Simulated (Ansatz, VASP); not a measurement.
# GdCl in VASP and in Ansatz

INCAR

```
SYSTEM = GdCl
ALGO     = Normal         ! electronic algorithm
EDIFF    = 1E-7           ! SCF threshold, eV
ENCUT    = 520            ! plane-wave cutoff, eV
GGA      = PE             ! functional
ISIF     = 2              ! what is computed and relaxed
ISMEAR   = -1             ! smearing method
ISPIN    = 2              ! spin polarisation
LASPH    = .TRUE.         ! aspherical terms in the spheres
LCHARG   = .FALSE.        ! write CHGCAR
LMAXMIX  = 6              ! l up to which the mixer works
LORBIT   = 11             ! projections on sites
LREAL    = .FALSE.        ! projectors in reciprocal space
LWAVE    = .FALSE.        ! write WAVECAR
MAGMOM   = 7 7 0 0        ! initial moments
NBANDS   = 37             ! bands
NELM     = 150            ! most SCF steps
PREC     = Accurate       ! precision mode
SIGMA    = 0.05           ! smearing width, eV
```

Contents of KPOINTS:

```
k-points
0
G
  8 8 3
  0 0 0
```

The input POSCAR:

```
GdCl
1.0
    3.6926298159      0.0000000000      0.0000000000
   -1.8463149079      3.1979112273      0.0000000000
    0.0000000000      0.0000000000      9.5993625293
Gd Cl
2 2
Direct
    0.6666666667      0.3333333333      0.8317670000
    0.3333333333      0.6666666667      0.3317670000
    0.6666666667      0.3333333333      0.5432320000
    0.3333333333      0.6666666667      0.0432320000
```

File input.yaml:

```yaml
crystal:
  lattice:
    - [3.6926298159, 0.0, 0.0]
    - [-1.8463149079, 3.1979112273, 0.0]
    - [0.0, 0.0, 9.5993625293]
  atoms:
    - { symbol: Gd, position: [0.6666666667, 0.3333333333, 0.831767], spin: 7.0 }
    - { symbol: Gd, position: [0.3333333333, 0.6666666667, 0.331767], spin: 7.0 }
    - { symbol: Cl, position: [0.6666666667, 0.3333333333, 0.543232] }
    - { symbol: Cl, position: [0.3333333333, 0.6666666667, 0.043232] }
hamiltonian:
  xc: pbe
  pseudopotentials: { kind: paw }
magnetization:
  spin_polarized: true
kpoints:
  mp_grid: { grid: [8, 8, 3] }
scf:
  occupations: { method: fermi_dirac, width: 0.05 }
output:
  forces: true
  stress: true
  eigenvalues: true
```

Alike in both runs: task single point; functional PBE; k mesh 8 × 8 × 3; occupations fermi-dirac, width 0.05 eV; collinear spin.

|  | VASP | Ansatz |
| --- | --- | --- |
| version | VASP 6.6.1 | Ansatz 0.2.0 |
| potentials or method | VASP PAW PBE potentials, release 64 (Gd, Cl) | Ansatz PAW |
| plane-wave cutoff (eV) | 520 | 420 |
| valence electrons in the cell | 50 | 50 |

VASP gave:

```
gap on the k mesh at the Fermi level (eV)                     : none
pressure (GPa)                                                : -0.7
traceless stress, the component that is largest in VASP (GPa) : -0.31
rms of the force components (eV/Å)                            : 0.007
net moment per atom (μB)                                      : 3.51
size of the moment on the site where the two differ most (μB) : 6.71
```

Problem. Which values does Ansatz return?

Solution. gap on the k mesh at the Fermi level (eV): none; pressure (GPa): -0.6; traceless stress, the component that is largest in VASP (GPa): -0.39; rms of the force components (eV/Å): 0.003; net moment per atom (μB): 3.51; size of the moment on the site where the two differ most (μB): 6.82.

Site moments also hang on the region over which each program counts them. Atom by atom the forces differ by 0.004 eV/Å (rms over components). A gap of «none» marks a metal or a gap that the smearing closes. The functional is the same, so the differences come from potentials, cutoffs and numerics.

Neither program's run includes spin-orbit coupling.
